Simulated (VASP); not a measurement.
Runs of VASP 6.6.1 on Tl. The structure is that of space group Im-3m (No. 229), or close to it. The cells are those of the table. 

```csv
level,potentials or basis,spin,cell,k mesh,cutoff (eV),smearing,gap on the mesh (eV),pressure (GPa),moment (μB)
PBE,"VASP PAW PBE potentials, release 64 (Tl_d)",off,"a = 3.388 Å, angles 109.5°, 1 atom",10 × 10 × 10,520,gaussian 0.1 eV,none,1.3,-
revPBE+D3(BJ),"VASP PAW PBE potentials, release 64 (Tl_d)",off,"a = 3.388 Å, angles 109.5°, 1 atom",10 × 10 × 10,500,methfessel-paxton 0.1 eV,none,-0.6,-
PBEsol,"VASP PAW PBE potentials, release 64 (Tl_d)","non-collinear, zero start, SOC","a = 3.388 Å, angles 109.5°, 1 atom",10 × 10 × 10,520,fermi-dirac 0.025 eV,-,-2.0,0.00
RPBE,"VASP PAW PBE potentials, release 64 (Tl_d)",off,"a = 3.388 Å, angles 109.5°, 1 atom",10 × 10 × 10,500,methfessel-paxton 0.05 eV,none,3.1,-
r2SCAN,"VASP PAW PBE potentials, release 64 (Tl_d)",off,"a = 3.388 Å, angles 109.5°, 1 atom",6 × 6 × 6,520,fermi-dirac 0.05 eV,none,(a),-
LDA,"VASP PAW LDA potentials, release 64 (Tl_d)","non-collinear, zero start, SOC","a = 3.388 Å, angles 109.5°, 1 atom",7 × 7 × 7,520,gaussian 0.1 eV,-,-3.6,0.00
PBE,"VASP PAW PBE potentials, release 64 (Tl_d)",off,"a = 3.410 Å, angles 109.5°, 1 atom",10 × 10 × 10,520,fermi-dirac 0.05 eV,none,0.7,-
PBE,"VASP PAW PBE potentials, release 64 (Tl_d)",off,"a = 3.342 Å, angles 109.5°, 1 atom",10 × 10 × 10,520,fermi-dirac 0.05 eV,none,(b),-
PBEsol,"VASP PAW PBE potentials, release 64 (Tl_d)",off,"a = 3.388 Å, angles 109.5°, 1 atom",6 × 6 × 6,520,fermi-dirac 0.05 eV,none,-1.4,-
LDA,"VASP PAW LDA potentials, release 64 (Tl_d)",off,"a = 3.145 Å, angles 109.5°, 1 atom",10 × 10 × 10,520,fermi-dirac 0.05 eV,none,(c),-
PBE,"VASP PAW PBE potentials, release 64 (Tl_d)",off,"a = 3.388 Å, angles 109.5°, 1 atom",10 × 10 × 10,520,fermi-dirac 0.05 eV,none,1.3,-
PBE,"VASP PAW PBE potentials, release 64 (Tl_d)",off,"a = 3.388 Å, angles 109.5°, 1 atom",10 × 10 × 10,520,gaussian 0.05 eV,none,1.3,-
```

Alike in all rows: task single point.

Question: Estimate the missing entries.

Answer: (a) 0.2; (b) 2.8; (c) 8.1.

Caveats: some runs use coarse meshes; spin-orbit coupling is left out, which moves the levels of the heavy elements (some runs); the PAW data sets were made with another functional, which shifts forces and pressure a little (some runs); pairwise dispersion overbinds metals, which lowers pressure and volume (some runs).

A k mesh can miss the band edges, and rows without SOC leave out spin-orbit coupling on Tl.

A gap of «none» marks levels without a gap at the run's occupations.
